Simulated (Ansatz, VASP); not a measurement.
## One calculation of Ti18Si, two programs

File INCAR:

```
SYSTEM = Ti18Si
  PREC = Accurate
  ENCUT = 520
  EDIFF = 1E-6
  ISMEAR = 0
  SIGMA = 0.1
  LREAL = Auto
  LASPH = .TRUE.
  NELM = 60
  ALGO = Normal
  ISIF = 2
  LWAVE = .FALSE.
  LCHARG = .FALSE.
  LDIPOL = .TRUE.
  IDIPOL = 3
  DIPOL = 0.5 0.5 0.300
  GGA = PE
  IVDW = 12
  NBANDS = 125
```

KPOINTS

```
Automatic mesh
0
G
  5 4 1
  0 0 0
```

POSCAR

```
Ti18Si
1.0
    5.5706966049      0.0000000000      0.0000000000
    0.0000000000      7.7847098564      0.0000000000
    0.0000000000      0.0000000000     21.5200068025
Ti Si
18 1
Direct
    0.0000000000      0.5000000000      0.1858735472
    0.5000000000      0.5000000000      0.1858735472
    0.2500000000      0.1666666667      0.1858735472
    0.7500000000      0.1666666667      0.1858735472
    0.2500000000      0.8333333333      0.1858735472
    0.7500000000      0.8333333333      0.1858735472
    0.0000000000      0.0000000000      0.2887684190
    0.5000000000      0.0000000000      0.2887684190
    0.2500000000      0.6672597319      0.2880966778
    0.7500000000      0.6672597319      0.2880966778
    0.2500000000      0.3327402681      0.2880966778
    0.7500000000      0.3327402681      0.2880966778
    0.0000000000      0.5000000000      0.3885221775
    0.5000000000      0.5000000000      0.3885221775
    0.2500000000      0.1667007587      0.3912641329
    0.7500000000      0.1667007587      0.3912641329
    0.2500000000      0.8332992413      0.3912641329
    0.7500000000      0.8332992413      0.3912641329
    0.5000000000      0.1667007587      0.5213756160
```

Input for Ansatz:

```yaml
crystal:
  lattice:
    - [5.5706966049, 0.0, 0.0]
    - [0.0, 7.7847098564, 0.0]
    - [0.0, 0.0, 21.5200068025]
  atoms:
    - { symbol: Ti, position: [0.0, 0.5, 0.1858735472] }
    - { symbol: Ti, position: [0.5, 0.5, 0.1858735472] }
    - { symbol: Ti, position: [0.25, 0.1666666667, 0.1858735472] }
    - { symbol: Ti, position: [0.75, 0.1666666667, 0.1858735472] }
    - { symbol: Ti, position: [0.25, 0.8333333333, 0.1858735472] }
    - { symbol: Ti, position: [0.75, 0.8333333333, 0.1858735472] }
    - { symbol: Ti, position: [0.0, 0.0, 0.288768419] }
    - { symbol: Ti, position: [0.5, 0.0, 0.288768419] }
    - { symbol: Ti, position: [0.25, 0.6672597319, 0.2880966778] }
    - { symbol: Ti, position: [0.75, 0.6672597319, 0.2880966778] }
    - { symbol: Ti, position: [0.25, 0.3327402681, 0.2880966778] }
    - { symbol: Ti, position: [0.75, 0.3327402681, 0.2880966778] }
    - { symbol: Ti, position: [0.0, 0.5, 0.3885221775] }
    - { symbol: Ti, position: [0.5, 0.5, 0.3885221775] }
    - { symbol: Ti, position: [0.25, 0.1667007587, 0.3912641329] }
    - { symbol: Ti, position: [0.75, 0.1667007587, 0.3912641329] }
    - { symbol: Ti, position: [0.25, 0.8332992413, 0.3912641329] }
    - { symbol: Ti, position: [0.75, 0.8332992413, 0.3912641329] }
    - { symbol: Si, position: [0.5, 0.1667007587, 0.521375616] }
basis:
  ecutwfc: 420
kpoints:
  mp_grid: { grid: [5, 4, 1] }
hamiltonian:
  xc: pbe
  pseudopotentials: { kind: paw, azcp: { folder: soft_1 } }
  dispersion: d3bj
scf:
  occupations: { method: gaussian, width: 0.1 }
output:
  forces: true
  eigenvalues: true
efield:
  axis: 3
  dipole_correction: true
  ramp_width: 0.04
```

Alike in both runs: task single point; functional PBE; dispersion D3(BJ); k mesh 5 × 4 × 1; occupations gaussian, width 0.1 eV; no spin polarisation.

```csv
,VASP,Ansatz
version,VASP 6.6.1,Ansatz 0.2.0
potentials or method,"VASP PAW PBE potentials, release 64 (Ti_sv, Si), cutoff 520 eV","scalar-relativistic, plane waves, PAW"
valence electrons in the cell,220,220
```

```tsv
	VASP	Ansatz	Ansatz less VASP
gap on the k mesh at the Fermi level (eV)	none	none	-
rms of the force components (eV/Å)	0.400	0.402	+0.0014
```

Atom by atom the forces differ by 0.009 eV/Å (rms over components). A gap of «none» marks a metal or a gap that the smearing closes.
